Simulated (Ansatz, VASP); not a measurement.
**SnBiO2 in VASP and in Ansatz**

Contents of INCAR:

```
PREC     = Accurate       # precision mode
ENCUT    = 520            # plane-wave cutoff, eV
EDIFF    = 1E-7           # SCF threshold, eV
ISMEAR   = 0              # smearing method
SIGMA    = 0.1            # smearing width, eV
LREAL    = False          # projectors in reciprocal space
LASPH    = True           # aspherical terms in the spheres
NELM     = 60             # most SCF steps
ALGO     = Normal         # electronic algorithm
ISIF     = 2              # what is computed and relaxed
LWAVE    = False          # write WAVECAR
LCHARG   = False          # write CHGCAR
GGA      = PE             # functional
NBANDS   = 28             # bands
```

File KPOINTS:

```
Automatic mesh
0
Gamma
  6 6 4
```

File POSCAR:

```
SnBiO2
1.0
    4.5383750400      0.0000000000      0.0000000000
   -2.2691875200      3.9303480800      0.0000000000
    0.0000000000      0.0000000000      4.8330574400
Sn Bi O
1 1 2
Direct
    0.0000000000      0.0000000000      0.5000000000
    0.0000000000      0.0000000000      0.0000000000
    0.3333333300      0.6666666700      0.0000000000
    0.6666666700      0.3333333300      0.0000000000
```

Input for Ansatz:

```yaml
crystal:
  lattice:
    - [4.53837504, 0.0, 0.0]
    - [-2.26918752, 3.93034808, 0.0]
    - [0.0, 0.0, 4.83305744]
  atoms:
    - { symbol: Sn, position: [0.0, 0.0, 0.5] }
    - { symbol: Bi, position: [0.0, 0.0, 0.0] }
    - { symbol: O, position: [0.33333333, 0.66666667, 0.0] }
    - { symbol: O, position: [0.66666667, 0.33333333, 0.0] }
basis:
  ecutwfc: 420
kpoints:
  mp_grid: { grid: [6, 6, 4] }
hamiltonian:
  xc: pbe
scf:
  occupations: { method: gaussian, width: 0.1 }
  lower_state_search: "off"
output:
  forces: true
  stress: true
  eigenvalues: true
```

Alike in both runs: task single point; functional PBE; k mesh 6 × 6 × 4; occupations gaussian, width 0.1 eV; no spin polarisation.

|  | VASP | Ansatz |
| --- | --- | --- |
| version | VASP 6.6.1 | Ansatz 0.2.0 |
| potentials or method | VASP PAW PBE potentials, release 64 (Sn_d, Bi_d, O), cutoff 520 eV | scalar-relativistic, plane waves, PAW |
| valence electrons in the cell | 41 | 41 |

|  | VASP | Ansatz | Ansatz less VASP |
| --- | --- | --- | --- |
| gap on the k mesh at the Fermi level (eV) | none | none | - |
| pressure (GPa) | 8.1 | 8.3 | +0.22 |
| traceless stress, the component that is largest in VASP (GPa) | 44.59 | 45.01 | +0.417 |

A gap of «none» marks a metal or a gap that the smearing closes. With one functional, cell and mesh, what is left measures potentials, basis and numerics.

Neither program's run includes spin-orbit coupling.
